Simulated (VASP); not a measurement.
# La (I4_1/amd) in VASP: further runs

La is run at these levels: PBE; tasks: single point.

Everything below comes from runs of VASP 6.6.1. Logs are shortened: lines on timing, memory, paths and dates and some standing lists are left out, and cuts for length are marked.

### 1 The cell of the first run

The structure is tetragonal, space group I4_1/amd (No. 141). Conventional cell: a = 5.783 Å, b = 5.783 Å, c = 3.530 Å, α = 90.00°, β = 90.00°, γ = 90.00°. La (site symmetry -4m2) has 10 La at 3.02 to 3.92 Å within 4.0 Å.

### 2 Single point, PBE

Input file INCAR:

```
SYSTEM = La
PREC = Accurate
ENCUT = 520
EDIFF = 1E-6
ISMEAR = -1
SIGMA = 0.1
LREAL = .False.
LASPH = .True.
NELM = 100
ALGO = Normal
ISIF = 2
LWAVE = .False.
LCHARG = .False.
GGA = PE
NBANDS = 18
```

Input file KPOINTS:

```
regular mesh
0
Gamma
  13 13 13
  0 0 0
```

Input file POSCAR:

```
La
1.0
   -2.8916570926      2.8916570926      1.7649251733
    2.8916570926     -2.8916570926      1.7649251733
    2.8916570926      2.8916570926     -1.7649251733
La
2
Direct
   -0.3750000000     -0.1250000000     -0.2500000000
    0.3750000000      0.1250000000      0.2500000000
```

Potentials or basis: VASP PAW PBE potentials, release 64 (La).

On the command line:

```sh
$ cat potpaw_PBE.64/La/POTCAR > POTCAR
$ mpirun -np 1 vasp_std > vasp.out
```

OUTCAR:

```text
SYSTEM = La
   PREC = Accurate
   ENCUT = 520
   EDIFF = 1E-6
   ISMEAR = -1
   LREAL = .False.
   LASPH = .True.
   NELM = 100
   ISIF = 2
   GGA = PE

 ion  position               nearest neighbor table
   1  0.625  0.875  0.750-   2 3.02   2 3.02   2 3.02   2 3.02
   2  0.375  0.125  0.250-   1 3.02   1 3.02   1 3.02   1 3.02

  LATTYP: Found a body centered tetragonal cell.
 ALAT       =     5.7833141852
 C/A-ratio  =     0.6103507839

  Lattice vectors:

 A1 = (  -2.8916570926,   2.8916570926,   1.7649251733)
 A2 = (   2.8916570926,  -2.8916570926,   1.7649251733)
 A3 = (   2.8916570926,   2.8916570926,  -1.7649251733)

Analysis of symmetry for initial positions (statically):
=====================================================================
 Subroutine PRICEL returns:
 Original cell was already a primitive cell.

 Routine SETGRP: Setting up the symmetry group for a
 body centered tetragonal supercell.

 Subroutine GETGRP returns: Found 16 space group operations
 (whereof  4 operations were pure point group operations)
 out of a pool of 16 trial point group operations.

The static configuration has the point symmetry C_2h.
 The point group associated with its full space group is D_4h.

Analysis of symmetry for dynamics (positions and initial velocities):
=====================================================================
 Subroutine PRICEL returns:
 Original cell was already a primitive cell.

 Routine SETGRP: Setting up the symmetry group for a
 body centered tetragonal supercell.

 Subroutine GETGRP returns: Found 16 space group operations
 (whereof  4 operations were pure point group operations)
 out of a pool of 16 trial point group operations.

The dynamic configuration has the point symmetry C_2h.
 The point group associated with its full space group is D_4h.

 Subroutine INISYM returns: Found 16 space group operations
 (whereof  4 operations are pure point group operations),
 and found     1 'primitive' translations

----------------------------------------------------------------------------------------

                                     Primitive cell

  volume of cell :      59.0310

  direct lattice vectors                    reciprocal lattice vectors
    -2.891657093  2.891657093  1.764925173     0.000000000  0.172911235  0.283298129
     2.891657093 -2.891657093  1.764925173     0.172911235  0.000000000  0.283298129
     2.891657093  2.891657093 -1.764925173     0.172911235  0.172911235  0.000000000

  length of vectors
     4.454023164  4.454023164  4.454023164     0.331897763  0.331897763  0.244533414

  position of ions in fractional coordinates (direct lattice)
     0.625000000  0.875000000  0.750000000
     0.375000000  0.125000000  0.250000000

  ion indices of the primitive-cell ions
   primitive index   ion index
                 1           1
                 2           2

----------------------------------------------------------------------------------------

 KPOINTS: regular mesh

Automatic generation of k-mesh.
 Grid dimensions read from file:
 generate k-points for:   13   13   13

 Generating k-lattice:

  Cartesian coordinates                     Fractional coordinates (reciprocal lattice)
     0.000000000  0.013300864  0.021792164     0.076923077 -0.000000000  0.000000000
     0.013300864  0.000000000  0.021792164    -0.000000000  0.076923077  0.000000000
     0.013300864  0.013300864  0.000000000     0.000000000  0.000000000  0.076923077

  Length of vectors
     0.025530597  0.025530597  0.018810263

  Shift w.r.t. Gamma in fractional coordinates (k-lattice)
     0.000000000  0.000000000  0.000000000

 Subroutine IBZKPT returns following result:
 ===========================================

 Found    196 irreducible k-points:

 Following reciprocal coordinates:
            Coordinates               Weight
  0.000000  0.000000  0.000000      1.000000
  0.076923  0.000000  0.000000      8.000000
  0.153846  0.000000  0.000000      8.000000
  0.230769  0.000000  0.000000      8.000000
  0.307692  0.000000  0.000000      8.000000
  0.384615 -0.000000  0.000000      8.000000
[... 16 lines left out ...]
  0.384615  0.153846  0.000000     16.000000
  0.461538  0.153846  0.000000     16.000000
 [... further k-points ...]
   k-points           NKPTS =    196   k-points in BZ     NKDIM =    196   number of bands    NBANDS=     18
   number of dos      NEDOS =    301   number of ions     NIONS =      2
   total plane-waves  NPLWV =  46656
   dimension x,y,z NGX =    36 NGY =   36 NGZ =   36
   dimension x,y,z NGXF=    72 NGYF=   72 NGZF=   72
   ions per type =               2
   NGX,Y,Z   is equivalent  to a cutoff of  13.44, 13.44, 13.44 a.u.
   NGXF,Y,Z  is equivalent  to a cutoff of  26.87, 26.87, 26.87 a.u.
 SYSTEM =  La
   PREC   = accura    normal or accurate (medium, high low for compatibility)
   ISTART =      0    job   : 0-new  1-cont  2-samecut
   ICHARG =      2    charge: 1-file 2-atom 10-const
   ISPIN  =      1    spin polarized calculation?
   LNONCOLLINEAR =      F non collinear calculations
   LSORBIT =      F    spin-orbit coupling
   LASPH  =      T    aspherical Exc in radial PAW
   ENCUT  =  520.0 eV  38.22 Ry    6.18 a.u.   8.28  8.28  8.28*2*pi/ulx,y,z
   NELM   =    100;   NELMIN=  2; NELMDL= -5     # of ELM steps
   EDIFF  = 0.1E-05   stopping-criterion for ELM
   LREAL  =      F    real-space projection
   EDIFFG = 0.1E-04   stopping-criterion for IOM
   NSW    =      0    number of steps for IOM
   IBRION =     -1    ionic relax: 0-MD 1-quasi-New 2-CG
   NFREE  =      0    steps in history (QN), initial steepest desc. (CG)
   ISIF   =      2    stress and relaxation
   ISYM   =      2    0-nonsym 1-usesym 2-fastsym
   POTIM  = 0.5000    time-step for ionic-motion
   TEBEG  =    0.0;   TEEND  =   0.0 temperature during run
   PSTRESS=    0.0 pullay stress
   NELECT =      22.0000    total number of electrons
   NUPDOWN=      -1.0000    fix difference up-down
   EMIN   =  10.00;   EMAX   =-10.00  energy-range for DOS
   EFERMI =   0.00;   METHOD = LEGACY
   ISMEAR =    -1;   SIGMA  =   0.10  broadening in eV -4-tet -1-fermi 0-gaus
   EFERMI_NEDOS =   21; number of points for ismear=-14 and -15
   IALGO  =     38    algorithm
   IMIX   =      4    mixing-type and parameters
     AMIX     =   0.40;   BMIX     =  1.00
     AMIX_MAG =   1.60;   BMIX_MAG =  1.00
  volume/ion in A,a.u.               =      29.52       199.18
  Fermi-wavevector in a.u.,A,eV,Ry     =   1.178119  2.226322 18.884397  1.387964
  Thomas-Fermi vector in A             =   2.314453
   LORBIT       =      0    0 simple, 1 ext, 2 COOP (PROOUT), +10 PAW based schemes
   GGA     = PE    functional components
   LHFCALC =     F    Hartree Fock is set to
   AEXX    =    0.0000 exact exchange contribution
   IVDW    =     0    specifies the selected vdW correction
   LEPSILON=     F    determine dielectric tensor
   LRPA    =     F    only Hartree local field effects (RPA)
 non-spin polarized calculation
  energy-cutoff  :      520.00
  volume of cell :       59.03
 maximum number of plane-waves:      1613
 NGX is ok and might be reduce to    36
   NGX = 17   NGY = 17   NGZ = 17

 number of electron      21.9999998 magnetization

 Free energy of the ion-electron system (eV)
  ---------------------------------------------------
  ext. energy  EPLUGINS =         0.00000000
  ---------------------------------------------------
  free energy    TOTEN  =        -9.05192453 eV

  energy without entropy =       -8.96320746  energy(sigma->0) =       -9.00756599

 E-fermi :  10.1253     XC(G=0): -10.5008

 val. band max:       10.1248389190   @ k =   0.4615   0.3846   0.0769
 cond. band min:      10.1345912778   @ k =  -0.3077  -0.4615   0.1538
 fundamental gap:      0.0097523588
 Fermi energy:        10.1252773897

 k-point     1 :       0.0000    0.0000    0.0000
  band No.  band energies     occupation
      1     -22.9051      2.00000
      2     -21.6700      2.00000
      3      -7.5492      2.00000
      4      -7.5492      2.00000
      5      -5.4271      2.00000
      6      -5.3485      2.00000
[... 10 lines left out ...]
     17      11.4219      0.00000
     18      12.7096      0.00000

 k-point     2 :       0.0769    0.0000    0.0000
  band No.  band energies     occupation
      1     -22.8838      2.00000
      2     -21.6788      2.00000
      3      -7.5506      2.00000
      4      -7.5039      2.00000
      5      -5.5139      2.00000
      6      -5.4379      2.00000
[... 10 lines left out ...]
     17      11.8972      0.00000
     18      12.6566      0.00000

 k-point     3 :       0.1538    0.0000    0.0000
  band No.  band energies     occupation
      1     -22.8230      2.00000
      2     -21.7047      2.00000
      3      -7.5543      2.00000
      4      -7.3824      2.00000
      5      -5.7706      2.00000
      6      -5.6503      2.00000
[... 10 lines left out ...]
     17      12.2374      0.00000
     18      12.5464      0.00000

 k-point     4 :       0.2308    0.0000    0.0000
  band No.  band energies     occupation
      1     -22.7313      2.00000
      2     -21.7458      2.00000
      3      -7.5587      2.00000
      4      -7.2335      2.00000
      5      -6.1431      2.00000
      6      -5.8688      2.00000
[... 375 lines left out ...]
      4      -7.2513      2.00000
      5      -6.6938      2.00000
      6      -6.2760      2.00000
[... 10 lines left out ...]
     17      12.4104      0.00000
     18      12.5482      0.00000

 k-point    23 :       0.3846    0.1538    0.0000
  band No.  band energies     occupation
      1     -22.4200      2.00000
      2     -21.9303      2.00000
      3      -7.6319      2.00000
      4      -7.2136      2.00000
      5      -6.7768      2.00000
      6      -6.1008      2.00000
[... 10 lines left out ...]
     17      12.3630      0.00000
     18      12.5122      0.00000

 k-point    24 :       0.4615    0.1538    0.0000
  band No.  band energies     occupation
      1     -22.4228      2.00000
      2     -21.9591      2.00000
      3      -7.6112      2.00000
      4      -7.1184      2.00000
      5      -6.7685      2.00000
      6      -5.8853      2.00000
[... 10 lines left out ...]
     17      12.3309      0.00000
     18      12.5146      0.00000

 [... further k-points ...]
[... 5 lines left out ...]
  --------------------------------------------------------------------------------------
  -------------------------------------------------------------------------------------
  Total        2.5705915      2.5705915      2.5987849      0.0000000     -0.0000000     -0.0000000
  in kB       69.7692047     69.7692047     70.5344103      0.0000000     -0.0000000     -0.0000000
  external PRESSURE =      70.0242732 kB  Pullay stress =       0.0000000 kB

 VOLUME and BASIS-vectors are now :
 -----------------------------------------------------------------------------
  energy-cutoff  :      520.00
  volume of cell :       59.03
      direct lattice vectors                 reciprocal lattice vectors
    -2.891657093  2.891657093  1.764925173     0.000000000  0.172911235  0.283298129
     2.891657093 -2.891657093  1.764925173     0.172911235  0.000000000  0.283298129
     2.891657093  2.891657093 -1.764925173     0.172911235  0.172911235  0.000000000

 POSITION                                       TOTAL-FORCE (eV/Angst)
 -----------------------------------------------------------------------------------
      2.89166      1.44583      1.32369        -0.000000     -0.000000      0.000000
     -0.00000      1.44583      0.44123         0.000000      0.000000     -0.000000
 -----------------------------------------------------------------------------------
    total drift:                               -0.000000     -0.000000      0.000000

  FREE ENERGIE OF THE ION-ELECTRON SYSTEM (eV)
  ---------------------------------------------------
  free  energy   TOTEN  =        -9.0519245325 eV

  energy  without entropy=       -8.9632074565  energy(sigma->0) =       -9.00756599
```

Run time: 7.3 min. Hardware: 1 thread of Oxide Virtual Turin-like, shared host; peak memory 0.33 GiB.

Results:

```yaml
Free_energy: -9.0519 eV
Pressure: 7.0 GPa
Band_gap_on_the_k_mesh: zero (band 11 reaches 11.00 eV, above the bottom of band 12 at 9.45 eV)
```

Stress tensor (GPa, compression positive):
```
6.98 0.00 0.00
0.00 6.98 0.00
0.00 0.00 7.05
```

Caveat: spin-orbit coupling is left out, which moves the levels of the heavy elements.

### 3 Single point, PBE

Input file INCAR:

```
SYSTEM = La
PREC = Accurate
ENCUT = 520
EDIFF = 1E-7
ISMEAR = -1
SIGMA = 0.1
LREAL = .False.
LASPH = .True.
NELM = 80
ALGO = Normal
ISIF = 2
LWAVE = .False.
LCHARG = .True.
GGA = PE
LELF = .True.
LVHAR = .True.
NBANDS = 18
```

KPOINTS is that of step 2.

Input file POSCAR:

```
La
1.0
   -2.8927643160      2.8927643160      1.7654488228
    2.8927643160     -2.8927643160      1.7654488228
    2.8927643160      2.8927643160     -1.7654488228
La
2
Direct
   -0.3750000000     -0.1250000000     -0.2500000000
    0.3750000000      0.1250000000      0.2500000000
```

Potentials or basis: VASP PAW PBE potentials, release 64 (La).

On the command line:

```sh
$ cat potpaw_PBE.64/La/POTCAR > POTCAR
$ mpirun -np 1 vasp_std > vasp.out
```

Run time: 8.4 min. Hardware: 1 thread of Oxide Virtual Turin-like, shared host; peak memory 0.33 GiB.

The run converged. Its results:

```yaml
Free_energy: -9.0547 eV
Pressure: 7.0 GPa
Band_gap_on_the_k_mesh: zero (band 11 reaches 10.99 eV, above the bottom of band 12 at 9.44 eV)
```

Stress tensor (GPa, compression positive):
```
6.92 0.00 0.00
0.00 6.92 0.00
0.00 0.00 7.00
```

Levels at points of the mesh, in eV from the Fermi level:
| k point | band 7 | band 8 | band 9 | band 10 | band 11 | band 12 | band 13 | band 14 | band 15 | band 16 |
| --- | --- | --- | --- | --- | --- | --- | --- | --- | --- | --- |
| (0.00, 0.00, 0.00) | -14.86 | -14.86 | -3.08 | -2.63 | -0.57 | -0.28 | 0.71 | 1.27 | 1.27 | 1.30 |

Caveat: spin-orbit coupling is left out, which moves the levels of the heavy elements.
